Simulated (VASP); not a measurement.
# KCl2 (P4/mmm) in VASP: relaxation of cell and atoms with PBE

Aim: the relaxation of cell and atoms of KCl2 with PBE.

Program: VASP 6.6.1. These are calculated values, not measurements. Logs are shortened: lines on timing, memory, paths and dates and some standing lists are left out, and cuts for length are marked.

## (1) The cell of the first run

Symmetry: P4/mmm, No. 123, tetragonal system. The conventional cell has a = 4.225 Å, b = 4.225 Å, c = 5.413 Å, α = 90.00°, β = 90.00°, γ = 90.00°. K (site symmetry 4/mmm) has 8 Cl at 3.28 Å and 4 K at 4.23 Å within 4.3 Å. Within 3.5 Å of Cl (site symmetry 4mm) lie 2 Cl at 2.69 to 2.73 Å and 4 K at 3.28 Å.

The cell was built from a structure type or drawn by symmetry, and may not be a known phase.

## (2) Relaxation of cell and atoms, PBE

INCAR reads:

```
SYSTEM = KCl2
PREC = Accurate ; ENCUT = 600
EDIFF = 1E-7 ; ISMEAR = 0
SIGMA = 0.1 ; LREAL = .FALSE.
LASPH = .TRUE. ; NELM = 80
ALGO = Normal ; ISIF = 3
LWAVE = .FALSE. ; LCHARG = .FALSE.
GGA = PE ; IBRION = 2
NSW = 100 ; EDIFFG = -0.01
```

KPOINTS reads:

```
Automatic mesh
0
G
  12 12 10
  0 0 0
```

POSCAR reads:

```
KCl2
1.0
    4.2250898828      0.0000000000      0.0000000000
    0.0000000000      4.2250898828      0.0000000000
    0.0000000000      0.0000000000      5.4129398599
K Cl
1 2
Direct
    0.5000000000      0.5000000000      0.0000000000
    0.0000000000      0.0000000000      0.2519663809
    0.0000000000      0.0000000000      0.7480336191
```

Potentials or basis: VASP PAW PBE potentials, release 64 (K_sv, Cl).

The run is started by

```bash
$ cat potpaw_PBE.64/K_sv/POTCAR potpaw_PBE.64/Cl/POTCAR > POTCAR
$ mpirun -np 1 vasp_std > vasp.out
```

OUTCAR:

```text
SYSTEM = KCl2
   PREC = Accurate
   ENCUT = 600
   EDIFF = 1E-7
   ISMEAR = 0
   LREAL = .FALSE.
   LASPH = .TRUE.
   NELM = 80
   ISIF = 3
   GGA = PE
   IBRION = 2
   NSW = 100
   EDIFFG = -0.01

 ion  position               nearest neighbor table
   1  0.500  0.500  0.000-
   2  0.000  0.000  0.252-
   3  0.000  0.000  0.748-

  LATTYP: Found a simple tetragonal cell.
 ALAT       =     4.2250898828
 C/A-ratio  =     1.2811419426

  Lattice vectors:

 A1 = (   4.2250898828,   0.0000000000,   0.0000000000)
 A2 = (   0.0000000000,   4.2250898828,   0.0000000000)
 A3 = (   0.0000000000,   0.0000000000,   5.4129398599)

Analysis of symmetry for initial positions (statically):
=====================================================================
 Subroutine PRICEL returns:
 Original cell was already a primitive cell.

 Routine SETGRP: Setting up the symmetry group for a
 simple tetragonal supercell.

 Subroutine GETGRP returns: Found 16 space group operations
 (whereof 16 operations were pure point group operations)
 out of a pool of 16 trial point group operations.

The static configuration has the point symmetry D_4h.

Analysis of symmetry for dynamics (positions and initial velocities):
=====================================================================
 Subroutine PRICEL returns:
 Original cell was already a primitive cell.

 Routine SETGRP: Setting up the symmetry group for a
 simple tetragonal supercell.

 Subroutine GETGRP returns: Found 16 space group operations
 (whereof 16 operations were pure point group operations)
 out of a pool of 16 trial point group operations.

The dynamic configuration has the point symmetry D_4h.

 Subroutine INISYM returns: Found 16 space group operations
 (whereof 16 operations are pure point group operations),
 and found     1 'primitive' translations

----------------------------------------------------------------------------------------

                                     Primitive cell

  volume of cell :      96.6285

  direct lattice vectors                    reciprocal lattice vectors
     4.225089883  0.000000000  0.000000000     0.236681355  0.000000000  0.000000000
     0.000000000  4.225089883  0.000000000     0.000000000  0.236681355  0.000000000
     0.000000000  0.000000000  5.412939860     0.000000000  0.000000000  0.184742492

  length of vectors
     4.225089883  4.225089883  5.412939860     0.236681355  0.236681355  0.184742492

  position of ions in fractional coordinates (direct lattice)
     0.500000000  0.500000000  0.000000000
     0.000000000  0.000000000  0.251966381
     0.000000000  0.000000000  0.748033619

  ion indices of the primitive-cell ions
   primitive index   ion index
                 1           1
                 2           2
                 3           3

----------------------------------------------------------------------------------------

 KPOINTS: Automatic mesh

Automatic generation of k-mesh.
 Grid dimensions read from file:
 generate k-points for:   12   12   10

 Generating k-lattice:

  Cartesian coordinates                     Fractional coordinates (reciprocal lattice)
     0.019723446  0.000000000  0.000000000     0.083333333  0.000000000  0.000000000
     0.000000000  0.019723446  0.000000000     0.000000000  0.083333333  0.000000000
     0.000000000  0.000000000  0.018474249     0.000000000  0.000000000  0.100000000

  Length of vectors
     0.019723446  0.019723446  0.018474249

  Shift w.r.t. Gamma in fractional coordinates (k-lattice)
     0.000000000  0.000000000  0.000000000

 Subroutine IBZKPT returns following result:
 ===========================================

 Found    168 irreducible k-points:

 Following reciprocal coordinates:
            Coordinates               Weight
  0.000000  0.000000  0.000000      1.000000
  0.083333  0.000000  0.000000      4.000000
  0.166667  0.000000  0.000000      4.000000
  0.250000  0.000000  0.000000      4.000000
  0.333333  0.000000  0.000000      4.000000
  0.416667  0.000000  0.000000      4.000000
[... 16 lines left out ...]
  0.333333  0.333333  0.000000      4.000000
  0.416667  0.333333  0.000000      8.000000
 [... further k-points ...]
   k-points           NKPTS =    168   k-points in BZ     NKDIM =    168   number of bands    NBANDS=     15
   number of dos      NEDOS =    301   number of ions     NIONS =      3
   total plane-waves  NPLWV =  62208
   dimension x,y,z NGX =    36 NGY =   36 NGZ =   48
   dimension x,y,z NGXF=    72 NGYF=   72 NGZF=   96
   ions per type =               1   2
   NGX,Y,Z   is equivalent  to a cutoff of  14.17, 14.17, 14.74 a.u.
   NGXF,Y,Z  is equivalent  to a cutoff of  28.33, 28.33, 29.48 a.u.
 SYSTEM =  KCl2
   PREC   = accura    normal or accurate (medium, high low for compatibility)
   ISTART =      0    job   : 0-new  1-cont  2-samecut
   ICHARG =      2    charge: 1-file 2-atom 10-const
   ISPIN  =      1    spin polarized calculation?
   LNONCOLLINEAR =      F non collinear calculations
   LSORBIT =      F    spin-orbit coupling
   LASPH  =      T    aspherical Exc in radial PAW
   ENCUT  =  600.0 eV  44.10 Ry    6.64 a.u.   8.44  8.44 10.81*2*pi/ulx,y,z
   NELM   =     80;   NELMIN=  2; NELMDL= -5     # of ELM steps
   EDIFF  = 0.1E-06   stopping-criterion for ELM
   LREAL  =      F    real-space projection
   EDIFFG = -.1E-01   stopping-criterion for IOM
   NSW    =    100    number of steps for IOM
   IBRION =      2    ionic relax: 0-MD 1-quasi-New 2-CG
   NFREE  =      1    steps in history (QN), initial steepest desc. (CG)
   ISIF   =      3    stress and relaxation
   ISYM   =      2    0-nonsym 1-usesym 2-fastsym
   POTIM  = 0.5000    time-step for ionic-motion
   TEBEG  =    0.0;   TEEND  =   0.0 temperature during run
   PSTRESS=    0.0 pullay stress
   NELECT =      23.0000    total number of electrons
   NUPDOWN=      -1.0000    fix difference up-down
   EMIN   =  10.00;   EMAX   =-10.00  energy-range for DOS
   EFERMI =   0.00;   METHOD = LEGACY
   ISMEAR =     0;   SIGMA  =   0.10  broadening in eV -4-tet -1-fermi 0-gaus
   EFERMI_NEDOS =   21; number of points for ismear=-14 and -15
   IALGO  =     38    algorithm
   IMIX   =      4    mixing-type and parameters
     AMIX     =   0.40;   BMIX     =  1.00
     AMIX_MAG =   1.60;   BMIX_MAG =  1.00
  volume/ion in A,a.u.               =      32.21       217.36
  Fermi-wavevector in a.u.,A,eV,Ry     =   1.014571  1.917261 14.005213  1.029354
  Thomas-Fermi vector in A             =   2.147806
   LORBIT       =      0    0 simple, 1 ext, 2 COOP (PROOUT), +10 PAW based schemes
   GGA     = PE    functional components
   LHFCALC =     F    Hartree Fock is set to
   AEXX    =    0.0000 exact exchange contribution
   IVDW    =     0    specifies the selected vdW correction
   LEPSILON=     F    determine dielectric tensor
   LRPA    =     F    only Hartree local field effects (RPA)
 conjugate gradient relaxation of ions
 non-spin polarized calculation
 Gauss-broadening in eV      SIGMA  =   0.10
  energy-cutoff  :      600.00
  volume of cell :       96.63
 maximum number of plane-waves:      3257
 NGX is ok and might be reduce to    36
   NGX = 17   NGY = 17   NGZ = 21

--------------------------------------- Ionic step        1  -------------------------------------------

 number of electron      22.9999999 magnetization

 Free energy of the ion-electron system (eV)
  ---------------------------------------------------
  ext. energy  EPLUGINS =         0.00000000
  ---------------------------------------------------
  free energy    TOTEN  =        -8.44004648 eV

  energy without entropy =       -8.44004647  energy(sigma->0) =       -8.44004648

------------------------ aborting loop because EDIFF is reached ----------------------------------------

  FORCE on cell =-STRESS in cart. coord.  units (eV):
  Direction    XX          YY          ZZ          XY          YZ          ZX
  --------------------------------------------------------------------------------------
  -------------------------------------------------------------------------------------
  Total        0.0248812      0.0248812     -0.7582187      0.0000000      0.0000000      0.0000000
  in kB        0.4125507      0.4125507    -12.5718724      0.0000000      0.0000000      0.0000000
  external PRESSURE =      -3.9155903 kB  Pullay stress =       0.0000000 kB

 VOLUME and BASIS-vectors are now :
 -----------------------------------------------------------------------------
  energy-cutoff  :      600.00
  volume of cell :       96.63
      direct lattice vectors                 reciprocal lattice vectors
     4.225089883  0.000000000  0.000000000     0.236681355  0.000000000  0.000000000
     0.000000000  4.225089883  0.000000000     0.000000000  0.236681355  0.000000000
     0.000000000  0.000000000  5.412939860     0.000000000  0.000000000  0.184742492
[... 112 lines left out ...]
 POSITION                                       TOTAL-FORCE (eV/Angst)
 -----------------------------------------------------------------------------------
      2.11362      2.11362     -0.00000        -0.000000      0.000000      0.000000
      0.00000      0.00000      1.34335        -0.000000      0.000000      0.010278
      4.22724      0.00000      3.98559         0.000000     -0.000000     -0.010278
 -----------------------------------------------------------------------------------
    total drift:                                0.000000      0.000000      0.000000

  FREE ENERGIE OF THE ION-ELECTRON SYSTEM (eV)
  ---------------------------------------------------
  free  energy   TOTEN  =        -8.4460400379 eV

  energy  without entropy=       -8.4460400365  energy(sigma->0) =       -8.44604004

--------------------------------------- Ionic step        5  -------------------------------------------

 number of electron      22.9999999 magnetization

 Free energy of the ion-electron system (eV)
  ---------------------------------------------------
  ext. energy  EPLUGINS =         0.00000000
  ---------------------------------------------------
  free energy    TOTEN  =        -8.44607314 eV

  energy without entropy =       -8.44607314  energy(sigma->0) =       -8.44607314

 E-fermi :  -0.0817     XC(G=0):  -7.3630

 val. band max:       -0.4700191759   @ k =   0.5000   0.5000   0.3000
 cond. band min:       0.2997330009   @ k =   0.0000   0.0000   0.2000
 fundamental gap:      0.7697521768
 Fermi energy:        -0.0817049446

 k-point     1 :       0.0000    0.0000    0.0000
  band No.  band energies     occupation
      1     -29.2773      2.00000
      2     -15.2408      2.00000
      3     -13.6221      2.00000
      4     -12.7317      2.00000
      5     -12.7317      2.00000
      6     -12.6265      2.00000
      7      -5.2312      2.00000
      8      -2.7777      2.00000
      9      -2.7777      2.00000
     10      -1.4941      2.00000
     11      -1.4941      2.00000
     12       1.1557      0.00000
     13       3.5803      0.00000
     14       5.1725      0.00000
     15       7.2707      0.00000
[... 397 lines left out ...]
 k-point    24 :       0.4167    0.3333    0.0000
  band No.  band energies     occupation
      1     -29.2670      2.00000
      2     -15.1877      2.00000
      3     -13.4300      2.00000
      4     -12.8129      2.00000
      5     -12.7786      2.00000
      6     -12.7591      2.00000
      7      -5.0961      2.00000
      8      -3.3818      2.00000
      9      -3.2158      2.00000
     10      -1.8944      2.00000
     11      -1.8115      2.00000
     12       1.1818      0.00000
     13       5.3558      0.00000
     14       7.0644      0.00000
     15       7.5664      0.00000

 [... further k-points ...]

------------------------ aborting loop because EDIFF is reached ----------------------------------------

  FORCE on cell =-STRESS in cart. coord.  units (eV):
  Direction    XX          YY          ZZ          XY          YZ          ZX
  --------------------------------------------------------------------------------------
  -------------------------------------------------------------------------------------
  Total        0.0182061      0.0182061      0.0139370      0.0000000     -0.0000000     -0.0000000
  in kB        0.3059989      0.3059989      0.2342469      0.0000000     -0.0000000     -0.0000000
  external PRESSURE =       0.2820816 kB  Pullay stress =       0.0000000 kB

 VOLUME and BASIS-vectors are now :
 -----------------------------------------------------------------------------
  energy-cutoff  :      600.00
  volume of cell :       95.33
      direct lattice vectors                 reciprocal lattice vectors
     4.229470716  0.000000000 -0.000000000     0.236436204  0.000000000  0.000000000
     0.000000000  4.229470716 -0.000000000    -0.000000000  0.236436204 -0.000000000
    -0.000000000  0.000000000  5.328872671     0.000000000  0.000000000  0.187656951

 POSITION                                       TOTAL-FORCE (eV/Angst)
 -----------------------------------------------------------------------------------
      2.11474      2.11474     -0.00000        -0.000000      0.000000      0.000000
     -0.00000      4.22947      1.34387        -0.000000      0.000000      0.003988
     -0.00000      0.00000      3.98501         0.000000     -0.000000     -0.003988
 -----------------------------------------------------------------------------------
    total drift:                                0.000000      0.000000     -0.000000

  FREE ENERGIE OF THE ION-ELECTRON SYSTEM (eV)
  ---------------------------------------------------
  free  energy   TOTEN  =        -8.4460731407 eV

  energy  without entropy=       -8.4460731394  energy(sigma->0) =       -8.44607314

 reached required accuracy - stopping structural energy minimisation
```

Run time: 21 min. Hardware: 1 thread of Intel Xeon 8259CL, shared host; peak memory 0.46 GiB.

Results:

```
Free energy                           : -8.4461 eV
Relaxed volume                        : 31.78 Å³/atom
Relaxed cell                          : a = 4.229 Å, b = 4.229 Å, c = 5.329 Å, α = 90.00°, β = 90.00°, γ = 90.00°
Space group after relaxing (to 0.1 Å) : P4/mmm (No. 123)
Energy gained by relaxing             : 2.0 meV/atom
Ionic steps                           : 5
Pressure after relaxing               : 0.0 GPa
Largest force after relaxing          : 0.004 eV/Å
Band gap on the k mesh                : zero (an odd number of electrons rules out a gap without spin polarisation)
```

Forces on the atoms (eV/Å):
```
K    0.000  0.000  0.000
Cl   0.000  0.000  0.004
Cl   0.000  0.000 -0.004
```

Step by step:
```tsv
step	energy change (eV)	largest force (eV/Å)	pressure (GPa)	volume (Å³)
1	0.0000	0.0105	-0.39	96.63
2	-0.0057	0.0108	-0.06	95.53
3	-0.0060	0.0103	0.03	95.25
4	-0.0060	0.0103	0.04	95.23
5	-0.0060	0.0040	0.03	95.33
```

Final structure:
```
K Cl
1.0
     4.22947    0.00000    0.00000
     0.00000    4.22947    0.00000
     0.00000    0.00000    5.32887
K Cl
1 2
Direct
  0.50000 0.50000 0.00000
  0.00000 0.00000 0.25219
  0.00000 0.00000 0.74781
```

Caveat: an odd number of electrons without spin polarisation forces a metal; a magnetic or distorted state may lie lower.
